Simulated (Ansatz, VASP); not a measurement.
## ZrF in VASP and in Ansatz

```
CELL_PARAMETERS angstrom
3.49239 0.00000 0.00000
-1.74619 3.02450 0.00000
0.00000 0.00000 5.59294
ATOMIC_POSITIONS crystal
Zr 0.33333 0.66667 0.00000
Zr 0.66667 0.33333 0.50000
F 0.33333 0.66667 0.38210
F 0.66667 0.33333 0.88210
```

Alike in both runs: task relaxation of cell and atoms; functional PBE; k mesh 6 × 6 × 4; occupations gaussian, width 0.1 eV; no spin polarisation.

|  | VASP | Ansatz |
| --- | --- | --- |
| version | VASP 6.6.1 | Ansatz 0.2.0 |
| potentials or method | VASP PAW PBE potentials, release 64 (Zr_sv, F), cutoff 600 eV | scalar-relativistic, plane waves, PAW |
| valence electrons in the cell | 38 | 38 |

|  | VASP | Ansatz | Ansatz less VASP |
| --- | --- | --- | --- |
| gap on the k mesh at the Fermi level, each at its own relaxed structure (eV) | none | none | - |
| relaxed volume (Å³/atom) | 16.09 | 16.28 | +0.192 |
| relaxed cell length with the largest relative difference (Å) | 7.398 | 7.672 | +0.2745 |

A gap of «none» marks a metal or a gap that the smearing closes.
